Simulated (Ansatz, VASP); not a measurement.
**One calculation of Ti, two programs**

```
CELL_PARAMETERS angstrom
2.95000 0.00000 0.00000
-1.47500 2.55477 0.00000
0.00000 0.00000 4.68000
ATOMIC_POSITIONS crystal
Ti 0.33333 0.66667 0.25000
Ti 0.67058 0.34116 0.75000
```

Alike in both runs: task single point; functional r2SCAN; k mesh 11 × 11 × 6; occupations fermi-dirac, width 0.05 eV; no spin polarisation.

```csv
,VASP,Ansatz
version,VASP 6.6.1,Ansatz 0.2.0
potentials or method,"VASP PAW PBE potentials, release 64 (Ti_sv)","plane waves, PAW"
plane-wave cutoff (eV),520,500
valence electrons in the cell,24,24
```

```tsv
	VASP	Ansatz	Ansatz less VASP
rms of the force components (eV/Å)	0.022	0.022	-0.0002
```

VASP's potentials were made for PBE, not for r2SCAN. Atom by atom the forces differ by 0.000 eV/Å (rms over components). With one functional, cell and mesh, what is left measures potentials, basis and numerics.
